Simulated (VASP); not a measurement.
Write the native input for VASP 6.6.1 that does the following.

```
Task                   : single point
Functional             : PBE
Potentials or basis    : VASP PAW PBE potentials, release 64 (Ca_sv)
Cutoff                 : 520 eV
k mesh                 : 12 × 12 × 12
Occupations            : fermi-dirac, width 0.05 eV
Spin                   : no spin polarisation
Dipole correction      : no
Further INCAR settings : ALGO = Normal; EDIFF = 1e-06; NBANDS = 17
```

The structure of Ca lies in POSCAR:

```
Ca
1.0
   -3.3550059606      3.3550059606      1.8163483468
    3.3550059606     -3.3550059606      1.8163483468
    3.3550059606      3.3550059606     -1.8163483468
Ca
2
Direct
   -0.3750000000     -0.1250000000     -0.2500000000
    0.3750000000      0.1250000000      0.2500000000
```

One way to write it, as run:

INCAR

```
ALGO     = Normal         # electronic algorithm
EDIFF    = 1E-6           # SCF threshold, eV
ENCUT    = 520            # plane-wave cutoff, eV
GGA      = PE             # functional
ISIF     = 2              # what is computed and relaxed
ISMEAR   = -1             # smearing method
LASPH    = T              # aspherical terms in the spheres
LCHARG   = F              # write CHGCAR
LREAL    = F              # projectors in reciprocal space
LWAVE    = F              # write WAVECAR
NBANDS   = 17             # bands
NELM     = 80             # most SCF steps
PREC     = Accurate       # precision mode
SIGMA    = 0.05           # smearing width, eV
```

KPOINTS

```
k-points
0
Gamma
  12 12 12
```

Potentials or basis: VASP PAW PBE potentials, release 64 (Ca_sv).

The run is started by

```console
$ cat potpaw_PBE.64/Ca_sv/POTCAR > POTCAR
$ mpirun -np 1 vasp_std > vasp.out
```

It gave:

```yaml
Pressure: 0.7 GPa
Band_gap_on_the_k_mesh: zero (bands 10 and 11 overlap by 0.99 eV)
```

Run time: 110 s on 1 thread of Intel(R) Xeon(R) 6975P-C (Granite Rapids), on a shared host, peak memory 0.36 GiB.
